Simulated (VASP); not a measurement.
Wanted: the native input for a VASP 6.6.1 run.

```
Task                   : single point
Functional             : PBEsol
Potentials or basis    : VASP PAW PBE potentials, release 64 (W_sv, C)
Cutoff                 : 520 eV
k mesh                 : 7 × 7 × 7
Occupations            : fermi-dirac, width 0.1298 eV
Spin                   : collinear spin, zero start
Starting moments       : [0.0, 0.0, 0.0, 0.0] μB
Hubbard terms          : W d U = 1.28 eV
Dipole correction      : no
Further INCAR settings : ALGO = Normal; EDIFF = 1e-06; NBANDS = 30
```

The structure of WC lies in POSCAR:

```
WC
1.0
   -2.9001354865     -0.0004731036     -2.8269885703
    1.4496580285     -2.5108813533      0.0000000000
   -2.9001354865     -0.0004731036      2.8269885703
W C
2 2
Direct
    0.9999965511      0.9999965511      0.9999965511
    0.4999965511      0.9999965511      0.4999965511
    0.9166684489      0.6666684489      0.4166684489
    0.4166684489      0.6666684489      0.9166684489
```

The input as run:

INCAR

```
PREC     = Accurate       # precision mode
ENCUT    = 520            # plane-wave cutoff, eV
EDIFF    = 1E-6           # SCF threshold, eV
ISMEAR   = -1             # smearing method
SIGMA    = 0.1298         # smearing width, eV
LREAL    = F              # projectors in reciprocal space
LASPH    = T              # aspherical terms in the spheres
NELM     = 150            # most SCF steps
ALGO     = Normal         # electronic algorithm
ISIF     = 2              # what is computed and relaxed
LWAVE    = F              # write WAVECAR
LCHARG   = F              # write CHGCAR
ISPIN    = 2              # spin polarisation
MAGMOM   = 0 0 0 0        # initial moments
LORBIT   = 11             # projections on sites
LMAXMIX  = 4              # l up to which the mixer works
LDAU     = T              # DFT+U
LDAUTYPE = 2            
LDAUL    = 2 -1           # shell
LDAUU    = 1.28 0         # U, eV
LDAUJ    = 0 0          
LDAUPRINT= 1            
GGA      = PS             # functional
NBANDS   = 30             # bands
```

KPOINTS

```
regular mesh
0
Gamma
  7 7 7
```

Potentials or basis: VASP PAW PBE potentials, release 64 (W_sv, C).

Run with:

```sh
$ cat potpaw_PBE.64/W_sv/POTCAR potpaw_PBE.64/C/POTCAR > POTCAR
$ mpirun -np 1 vasp_std > vasp.out
```

It gave:

```
Pressure                                              : 3.9 GPa
Band gap on the k mesh                                : zero (filled and empty bands overlap)
Net moment                                            : 0.00 μB per cell
Valence electrons inside the program's atomic spheres : W 12.20; C 2.42
```

Caveat: the cell stands under pressure; the PAW data sets were made with another functional, which shifts forces and pressure a little; spin-orbit coupling is left out, which moves the levels of the heavy elements; the U is typed as a test and isn't derived for this compound.

Run time: 110 s on 1 thread of Intel(R) Xeon(R) Platinum 8259CL CPU @ 2.50GHz (Skylake/Cascade Lake) (shared host), peak memory 0.25 GiB.
